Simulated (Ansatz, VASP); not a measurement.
## Two plane-wave programs on Y

INCAR

```
SYSTEM = Y
PREC = Accurate
ENCUT = 500
EDIFF = 1E-7
ISMEAR = -1
SIGMA = 0.15
LREAL = .FALSE.
LASPH = .TRUE.
NELM = 120
ALGO = Normal
ISIF = 3
LWAVE = .FALSE.
LCHARG = .FALSE.
IBRION = 2
NSW = 80
EDIFFG = -0.001
GGA_COMPAT = .FALSE.
NELMIN = 4
```

KPOINTS

```
Automatic mesh
0
G
  21 21 12
  0 0 0
```

POSCAR

```
Y
1.0
    3.5405773846      0.0000000028      0.0000000000
   -1.7702886947      3.0662299577      0.0000000000
    0.0000000000      0.0000000000      5.5124687916
Y
2
Direct
    0.3333333333      0.6666666667      0.2500000000
    0.6666666667      0.3333333333      0.7500000000
```

Input for Ansatz:

```yaml
crystal:
  lattice:
    - [3.5405773846, 2.8e-09, 0.0]
    - [-1.7702886947, 3.0662299577, 0.0]
    - [0.0, 0.0, 5.5124687916]
  atoms:
    - { symbol: "Y", position: [0.3333333333, 0.6666666667, 0.25] }
    - { symbol: "Y", position: [0.6666666667, 0.3333333333, 0.75] }
basis:
  ecutwfc: 420
kpoints:
  mp_grid: { grid: [21, 21, 12] }
hamiltonian:
  xc: lda
  pseudopotentials: { kind: paw, azcp: { folder: soft_1 } }
scf:
  occupations: { method: fermi_dirac, width: 0.15 }
output:
  forces: true
  stress: true
  eigenvalues: true
  write_density: true
  write_potential: true
  elf: true
  volumetric_format: npy
relax:
  adjacent_minimum: "off"
  f_tol: 0.001
  max_steps: 60
  cell: { stress_tol: 0.01 }
```

Alike in both runs: task relaxation of cell and atoms; functional LDA; k mesh 21 × 21 × 12; occupations fermi-dirac, width 0.15 eV; no spin polarisation.

```csv
,VASP,Ansatz
version,VASP 6.6.1,Ansatz 0.2.0
potentials or method,"VASP PAW LDA potentials, release 64 (Y_sv), cutoff 500 eV","scalar-relativistic, plane waves, PAW"
valence electrons in the cell,22,22
```

VASP gave:

```
gap on the k mesh at the Fermi level, each at its own relaxed structure (eV) : none
relaxed volume (Å³/atom)                                                     : 29.98
relaxed length of the cell vector where the two differ most in proportion (Å)              : 3.533
```

Problem. Estimate Ansatz's values.

Solution. gap on the k mesh at the Fermi level, each at its own relaxed structure (eV): none; relaxed volume (Å³/atom): 30.08; relaxed length of the cell vector where the two differ most in proportion (Å): 3.538.

Ansatz warns that its potentials were made for another functional, while VASP's fit it. LDA's correlation is that of Perdew and Zunger in VASP and of Perdew and Wang (1992) in Ansatz. A gap of «none» marks a metal or a gap that the smearing closes.
